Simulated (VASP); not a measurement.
Write the native input for VASP 6.6.1 that does the following.

```yaml
Task: single point
Functional: PBE
Potentials_or_basis: VASP PAW PBE potentials, release 64 (Re, Zn)
Cutoff: 520 eV
k_mesh: 8 × 8 × 4
Occupations: methfessel-paxton, width 0.05 eV
Spin: no spin polarisation
Dipole_correction: no
Further_INCAR_settings: ALGO = Normal; EDIFF = 1e-06; NBANDS = 16
```

The structure of ZnRe lies in POSCAR:

```
ZnRe
1.0
    2.7482183437      0.0000000000      0.0000000000
   -1.3741091718      2.3800269008      0.0000000000
    0.0000000000      0.0000000000      4.4940660000
Re Zn
1 1
Direct
    0.3333333333      0.6666666667      0.5000000000
    0.0000000000      0.0000000000      0.0000000000
```

These files were run (other wordings do the same):

INCAR

```
PREC = Accurate ; ENCUT = 520
EDIFF = 1E-6 ; ISMEAR = 1
SIGMA = 0.05 ; LREAL = False
LASPH = True ; NELM = 60
ALGO = Normal ; ISIF = 2
LWAVE = False ; LCHARG = True
GGA = PE ; LELF = True
LVHAR = True ; NBANDS = 16
```

KPOINTS

```
regular mesh
0
Gamma
  8 8 4
```

Potentials or basis: VASP PAW PBE potentials, release 64 (Re, Zn).

Command:

```sh
$ cat potpaw_PBE.64/Re/POTCAR potpaw_PBE.64/Zn/POTCAR > POTCAR
$ mpirun -np 1 vasp_std > vasp.out
```

Results of the run:

The pressure is -1.4 GPa and the band gap on the k mesh is zero (an odd number of electrons rules out a gap without spin polarisation).

Caveat: spin-orbit coupling is left out, which moves the levels of the heavy elements.

Run time: 22 s on 1 thread of Intel Xeon 8259CL, with other jobs on the host, peak memory 0.15 GiB.
